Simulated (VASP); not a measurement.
# Ta (I4_1/amd) in VASP: notebook

Runs on Ta. Level: PBE. Tasks: relaxation of shape and atoms at fixed volume.

Program: VASP 6.6.1. These are calculated values, not measurements. Logs are shortened: lines on timing, memory, paths and dates and some standing lists are left out, and cuts for length are marked.

## 1. The cell of the first run

The structure is tetragonal, space group I4_1/amd (No. 141). The conventional cell has a = 4.253 Å, b = 4.253 Å, c = 2.264 Å, α = 90.00°, β = 90.00°, γ = 90.00°. Ta (site symmetry -4m2) has 10 Ta at 2.20 to 2.72 Å within 2.9 Å.

## 2. Relaxation of shape and atoms at fixed volume, PBE

The input, INCAR:

```
  PREC = Accurate
  ENCUT = 600
  EDIFF = 1E-6
  ISMEAR = -1
  SIGMA = 0.1
  LREAL = F
  LASPH = T
  NELM = 60
  ALGO = Normal
  ISIF = 4
  LWAVE = F
  LCHARG = F
  GGA = PE
  IBRION = 2
  NSW = 50
  EDIFFG = -0.005
```

The input, KPOINTS:

```
regular mesh
0
Gamma
  17 17 17
```

The input, POSCAR:

```
Ta
1.0
   -2.1264117106      2.1264117106      1.1318686814
    2.1264117106     -2.1264117106      1.1318686814
    2.1264117106      2.1264117106     -1.1318686814
Ta
2
Direct
   -0.3750000000     -0.1250000000     -0.2500000000
    0.3750000000      0.1250000000      0.2500000000
```

Potentials or basis: VASP PAW PBE potentials, release 64 (Ta_pv).

Run with:

```bash
$ cat potpaw_PBE.64/Ta_pv/POTCAR > POTCAR
$ mpirun -np 1 vasp_std > vasp.out
```

OUTCAR:

```text
PREC = Accurate
   ENCUT = 600
   EDIFF = 1E-6
   ISMEAR = -1
   LREAL = F
   LASPH = T
   NELM = 60
   ISIF = 4
   GGA = PE
   IBRION = 2
   NSW = 50
   EDIFFG = -0.005

 ion  position               nearest neighbor table
   1  0.625  0.875  0.750-   2 2.20   2 2.20   2 2.20   2 2.20   2 2.72   2 2.72   2 2.72   2 2.72
                             2 3.54   2 3.54
   2  0.375  0.125  0.250-   1 2.20   1 2.20   1 2.20   1 2.20   1 2.72   1 2.72   1 2.72   1 2.72
                             1 3.54   1 3.54

  LATTYP: Found a body centered tetragonal cell.
 ALAT       =     4.2528234212
 C/A-ratio  =     0.5322904665

  Lattice vectors:

 A1 = (  -2.1264117106,   2.1264117106,   1.1318686814)
 A2 = (   2.1264117106,  -2.1264117106,   1.1318686814)
 A3 = (   2.1264117106,   2.1264117106,  -1.1318686814)

Analysis of symmetry for initial positions (statically):
=====================================================================
 Subroutine PRICEL returns:
 Original cell was already a primitive cell.

 Routine SETGRP: Setting up the symmetry group for a
 body centered tetragonal supercell.

 Subroutine GETGRP returns: Found 16 space group operations
 (whereof  4 operations were pure point group operations)
 out of a pool of 16 trial point group operations.

The static configuration has the point symmetry C_2h.
 The point group associated with its full space group is D_4h.

Analysis of symmetry for dynamics (positions and initial velocities):
=====================================================================
 Subroutine PRICEL returns:
 Original cell was already a primitive cell.

 Routine SETGRP: Setting up the symmetry group for a
 body centered tetragonal supercell.

 Subroutine GETGRP returns: Found 16 space group operations
 (whereof  4 operations were pure point group operations)
 out of a pool of 16 trial point group operations.

The dynamic configuration has the point symmetry C_2h.
 The point group associated with its full space group is D_4h.

 Subroutine INISYM returns: Found 16 space group operations
 (whereof  4 operations are pure point group operations),
 and found     1 'primitive' translations

----------------------------------------------------------------------------------------

                                     Primitive cell

  volume of cell :      20.4716

  direct lattice vectors                    reciprocal lattice vectors
    -2.126411711  2.126411711  1.131868681     0.000000000  0.235137907  0.441747358
     2.126411711 -2.126411711  1.131868681     0.235137907  0.000000000  0.441747358
     2.126411711  2.126411711 -1.131868681     0.235137907  0.235137907  0.000000000

  length of vectors
     3.213157363  3.213157363  3.213157363     0.500430379  0.500430379  0.332535218

  position of ions in fractional coordinates (direct lattice)
     0.625000000  0.875000000  0.750000000
     0.375000000  0.125000000  0.250000000

  ion indices of the primitive-cell ions
   primitive index   ion index
                 1           1
                 2           2

----------------------------------------------------------------------------------------

 KPOINTS: regular mesh

Automatic generation of k-mesh.
 Grid dimensions read from file:
 generate k-points for:   17   17   17

 Generating k-lattice:

  Cartesian coordinates                     Fractional coordinates (reciprocal lattice)
     0.000000000  0.013831642  0.025985139     0.058823529  0.000000000  0.000000000
     0.013831642  0.000000000  0.025985139     0.000000000  0.058823529  0.000000000
     0.013831642  0.013831642  0.000000000     0.000000000  0.000000000  0.058823529

  Length of vectors
     0.029437081  0.029437081  0.019560895

  Shift w.r.t. Gamma in fractional coordinates (k-lattice)
     0.000000000  0.000000000  0.000000000

 Subroutine IBZKPT returns following result:
 ===========================================

 Found    405 irreducible k-points:

 Following reciprocal coordinates:
            Coordinates               Weight
  0.000000  0.000000  0.000000      1.000000
  0.058824  0.000000 -0.000000      8.000000
  0.117647 -0.000000  0.000000      8.000000
  0.176471  0.000000  0.000000      8.000000
  0.235294 -0.000000  0.000000      8.000000
  0.294118 -0.000000  0.000000      8.000000
[... 16 lines left out ...]
 -0.176471  0.058824  0.000000     16.000000
 -0.117647  0.058824 -0.000000     16.000000
 [... further k-points ...]
   k-points           NKPTS =    405   k-points in BZ     NKDIM =    405   number of bands    NBANDS=     15
   number of dos      NEDOS =    301   number of ions     NIONS =      2
   total plane-waves  NPLWV =  21952
   dimension x,y,z NGX =    28 NGY =   28 NGZ =   28
   dimension x,y,z NGXF=    56 NGYF=   56 NGZF=   56
   ions per type =               2
   NGX,Y,Z   is equivalent  to a cutoff of  14.49, 14.49, 14.49 a.u.
   NGXF,Y,Z  is equivalent  to a cutoff of  28.97, 28.97, 28.97 a.u.
 SYSTEM =  unknown system
   PREC   = accura    normal or accurate (medium, high low for compatibility)
   ISTART =      0    job   : 0-new  1-cont  2-samecut
   ICHARG =      2    charge: 1-file 2-atom 10-const
   ISPIN  =      1    spin polarized calculation?
   LNONCOLLINEAR =      F non collinear calculations
   LSORBIT =      F    spin-orbit coupling
   LASPH  =      T    aspherical Exc in radial PAW
   ENCUT  =  600.0 eV  44.10 Ry    6.64 a.u.   6.42  6.42  6.42*2*pi/ulx,y,z
   NELM   =     60;   NELMIN=  2; NELMDL= -5     # of ELM steps
   EDIFF  = 0.1E-05   stopping-criterion for ELM
   LREAL  =      F    real-space projection
   EDIFFG = -.5E-02   stopping-criterion for IOM
   NSW    =     50    number of steps for IOM
   IBRION =      2    ionic relax: 0-MD 1-quasi-New 2-CG
   NFREE  =      1    steps in history (QN), initial steepest desc. (CG)
   ISIF   =      4    stress and relaxation
   ISYM   =      2    0-nonsym 1-usesym 2-fastsym
   POTIM  = 0.5000    time-step for ionic-motion
   TEBEG  =    0.0;   TEEND  =   0.0 temperature during run
   PSTRESS=    0.0 pullay stress
   NELECT =      22.0000    total number of electrons
   NUPDOWN=      -1.0000    fix difference up-down
   EMIN   =  10.00;   EMAX   =-10.00  energy-range for DOS
   EFERMI =   0.00;   METHOD = LEGACY
   ISMEAR =    -1;   SIGMA  =   0.10  broadening in eV -4-tet -1-fermi 0-gaus
   EFERMI_NEDOS =   21; number of points for ismear=-14 and -15
   IALGO  =     38    algorithm
   IMIX   =      4    mixing-type and parameters
     AMIX     =   0.40;   BMIX     =  1.00
     AMIX_MAG =   1.60;   BMIX_MAG =  1.00
  volume/ion in A,a.u.               =      10.24        69.07
  Fermi-wavevector in a.u.,A,eV,Ry     =   1.676868  3.168821 38.258024  2.811885
  Thomas-Fermi vector in A             =   2.761235
   LORBIT       =      0    0 simple, 1 ext, 2 COOP (PROOUT), +10 PAW based schemes
   GGA     = PE    functional components
   LHFCALC =     F    Hartree Fock is set to
   AEXX    =    0.0000 exact exchange contribution
   IVDW    =     0    specifies the selected vdW correction
   LEPSILON=     F    determine dielectric tensor
   LRPA    =     F    only Hartree local field effects (RPA)
 conjugate gradient relaxation of ions
 non-spin polarized calculation
  energy-cutoff  :      600.00
  volume of cell :       20.47
 maximum number of plane-waves:       701
 NGX is ok and might be reduce to    28
   NGX = 13   NGY = 13   NGZ = 13

--------------------------------------- Ionic step        1  -------------------------------------------

 number of electron      21.9999999 magnetization

 Free energy of the ion-electron system (eV)
  ---------------------------------------------------
  ext. energy  EPLUGINS =         0.00000000
  ---------------------------------------------------
  free energy    TOTEN  =        -9.24236808 eV

  energy without entropy =       -9.20879792  energy(sigma->0) =       -9.22558300

------------------------ aborting loop because EDIFF is reached ----------------------------------------

  FORCE on cell =-STRESS in cart. coord.  units (eV):
  Direction    XX          YY          ZZ          XY          YZ          ZX
  --------------------------------------------------------------------------------------
  -------------------------------------------------------------------------------------
  Total       47.2956847     47.2956847     51.5152011      0.0000000      0.0000000      0.0000000
  in kB     3701.5306837   3701.5306837   4031.7652420      0.0000000      0.0000000      0.0000000
  external PRESSURE =    3811.6088698 kB  Pullay stress =       0.0000000 kB
[... 89 lines left out ...]
  FREE ENERGIE OF THE ION-ELECTRON SYSTEM (eV)
  ---------------------------------------------------
  free  energy   TOTEN  =        -9.2783699947 eV

  energy  without entropy=       -9.2481680522  energy(sigma->0) =       -9.26326902

[... ionic steps 4 to 13 ...]

--------------------------------------- Ionic step       14  -------------------------------------------

 number of electron      22.0000002 magnetization

------------------------ aborting loop because EDIFF is reached ----------------------------------------
[... 67 lines left out ...]
--------------------------------------- Ionic step       16  -------------------------------------------

 number of electron      22.0000002 magnetization

 Free energy of the ion-electron system (eV)
  ---------------------------------------------------
  ext. energy  EPLUGINS =         0.00000000
  ---------------------------------------------------
  free energy    TOTEN  =        -9.27837526 eV

  energy without entropy =       -9.24812951  energy(sigma->0) =       -9.26325239

 E-fermi :  12.1128     XC(G=0): -15.7426

 val. band max:       12.1066934344   @ k =  -0.1765  -0.4706   0.1176
 cond. band min:      12.1128858085   @ k =   0.4118   0.3529   0.0000
 fundamental gap:      0.0061923742
 Fermi energy:        12.1127609006

 k-point     1 :       0.0000    0.0000    0.0000
  band No.  band energies     occupation
      1     -25.3295      2.00000
      2     -25.3295      2.00000
      3     -20.0614      2.00000
      4     -19.9870      2.00000
      5     -19.7450      2.00000
      6     -19.7450      2.00000
      7       1.1803      2.00000
      8       2.1829      2.00000
      9       6.1237      2.00000
     10       7.0957      2.00000
     11       8.4265      2.00000
     12      15.4712      0.00000
     13      15.4712      0.00000
     14      16.1103      0.00000
[... 401 lines left out ...]
      2     -25.1477      2.00000
      3     -20.4784      2.00000
      4     -20.2206      2.00000
      5     -19.8872      2.00000
      6     -19.7025      2.00000
      7       1.5698      2.00000
      8       2.7736      2.00000
      9       6.4299      2.00000
     10       7.3670      2.00000
     11       8.5245      2.00000
     12      13.7153      0.00000
     13      14.0371      0.00000
     14      17.9494      0.00000
     15      18.0850      0.00000

 [... further k-points ...]
[... 5 lines left out ...]
  --------------------------------------------------------------------------------------
  -------------------------------------------------------------------------------------
  Total       48.7092909     48.7092909     48.7230552     -0.0000000      0.0000000      0.0000000
  in kB     3812.1646004   3812.1646004   3813.2418465     -0.0000000      0.0000000      0.0000000
  external PRESSURE =    3812.5236824 kB  Pullay stress =       0.0000000 kB
[... 17 lines left out ...]
  FREE ENERGIE OF THE ION-ELECTRON SYSTEM (eV)
  ---------------------------------------------------
  free  energy   TOTEN  =        -9.2783752641 eV

  energy  without entropy=       -9.2481295108  energy(sigma->0) =       -9.26325239

 reached required accuracy - stopping structural energy minimisation
```

Wall time 10 min (1 thread of Intel Xeon Platinum 8375C at 2.90GHz (Ice Lake), shared host); peak memory 0.29 GiB.

What came out:

| Property | Result |
| --- | --- |
| Free energy | -9.2784 eV |
| Energy gained by relaxing | 18.0 meV/atom |
| Ionic steps | 16 |
| Pressure after relaxing | 381.3 GPa |
| Band gap on the k mesh | zero (bands 11 and 12 overlap by 3.05 eV) |

Step by step:
| step | energy change (eV) | largest force (eV/Å) | pressure (GPa) | volume (Å³) |
| --- | --- | --- | --- | --- |
| 1 | 0.0000 | 0.0000 | 381.16 | 20.47 |
| 2 | 0.2746 | 0.0000 | 386.94 | 20.47 |
| 3 | -0.0360 | 0.0000 | 381.28 | 20.47 |
| 4 | -0.0360 | 0.0000 | 381.25 | 20.47 |
| 5 | -0.0360 | 0.0000 | 381.25 | 20.47 |
| 6 | -0.0360 | 0.0000 | 381.25 | 20.47 |
| 7 | -0.0360 | 0.0000 | 381.25 | 20.47 |
| 8 | -0.0360 | 0.0000 | 381.25 | 20.47 |
| 9 | -0.0360 | 0.0000 | 381.25 | 20.47 |
| 10 | -0.0360 | 0.0000 | 381.25 | 20.47 |
| 11 | -0.0360 | 0.0000 | 381.25 | 20.47 |
| 12 | -0.0360 | 0.0000 | 381.25 | 20.47 |
| 13 | -0.0360 | 0.0000 | 381.25 | 20.47 |
| 14 | -0.0360 | 0.0000 | 381.25 | 20.47 |
| 15 | -0.0360 | 0.0000 | 381.25 | 20.47 |
| 16 | -0.0360 | 0.0000 | 381.25 | 20.47 |

Final structure:
```
Ta
1.0
    -2.10830    2.10830    1.15140
     2.10830   -2.10830    1.15140
     2.10830    2.10830   -1.15140
Ta
2
Direct
  0.62500 0.87500 0.75000
  0.37500 0.12500 0.25000
```

Caveat: spin-orbit coupling is left out, which moves the levels of the heavy elements.

## 3. Relaxation of shape and atoms at fixed volume, PBE

This run uses another cell than the first one, of 11.81 Å³/atom.

The input, INCAR:

```
PREC = Accurate ; ENCUT = 600
EDIFF = 1E-6 ; ISMEAR = -1
SIGMA = 0.1 ; LREAL = False
LASPH = True ; NELM = 60
ALGO = Normal ; ISIF = 4
LWAVE = False ; LCHARG = False
GGA = PE ; IBRION = 2
NSW = 50 ; EDIFFG = -0.005
```

KPOINTS is that of step 2.

The input, POSCAR:

```
Ta
1.0
   -2.2303002049      2.2303002049      1.1871675365
    2.2303002049     -2.2303002049      1.1871675365
    2.2303002049      2.2303002049     -1.1871675365
Ta
2
Direct
   -0.3750000000     -0.1250000000     -0.2500000000
    0.3750000000      0.1250000000      0.2500000000
```

Potentials or basis: VASP PAW PBE potentials, release 64 (Ta_pv).

Run with:

```bash
$ cat potpaw_PBE.64/Ta_pv/POTCAR > POTCAR
$ mpirun -np 1 vasp_std > vasp.out
```

Wall time 11 min (1 thread of Intel Xeon Platinum 8375C at 2.90GHz (Ice Lake), shared host); peak memory 0.3 GiB.

Results (log left out):

* Free energy: -15.0425 eV
* Energy gained by relaxing: 14.4 meV/atom
* Ionic steps: 14
* Pressure after relaxing: 221.1 GPa
* Band gap on the k mesh: zero (bands 11 and 12 overlap by 2.37 eV)

Step by step:
| step | energy change (eV) | largest force (eV/Å) | pressure (GPa) | volume (Å³) |
| --- | --- | --- | --- | --- |
| 1 | 0.0000 | 0.0000 | 221.72 | 23.62 |
| 2 | 0.0869 | 0.0000 | 222.46 | 23.62 |
| 3 | -0.0288 | 0.0000 | 221.13 | 23.62 |
| 4 | -0.0288 | 0.0000 | 221.09 | 23.62 |
| 5 | -0.0288 | 0.0000 | 221.08 | 23.62 |
| 6 | -0.0288 | 0.0000 | 221.08 | 23.62 |
| 7 | -0.0288 | 0.0000 | 221.08 | 23.62 |
| 8 | -0.0288 | 0.0000 | 221.08 | 23.62 |
| 9 | -0.0288 | 0.0000 | 221.08 | 23.62 |
| 10 | -0.0288 | 0.0000 | 221.08 | 23.62 |
| 11 | -0.0288 | 0.0000 | 221.08 | 23.62 |
| 12 | -0.0288 | 0.0000 | 221.08 | 23.62 |
| 13 | -0.0288 | 0.0000 | 221.08 | 23.62 |
| 14 | -0.0288 | 0.0000 | 221.08 | 23.62 |

Final structure:
```
CELL_PARAMETERS angstrom
-2.21095 2.21095 1.20804
2.21095 -2.21095 1.20804
2.21095 2.21095 -1.20804
ATOMIC_POSITIONS crystal
Ta 0.62500 0.87500 0.75000
Ta 0.37500 0.12500 0.25000
```

Levels at points of the mesh, in eV from the Fermi level:
```tsv
k point	band 8	band 9	band 10	band 11	band 12	band 13	band 14	band 15
(0.00, 0.00, 0.00)	-9.02	-4.95	-4.22	-2.86	3.40	3.40	3.86	3.86
```

Caveat: spin-orbit coupling is left out, which moves the levels of the heavy elements.
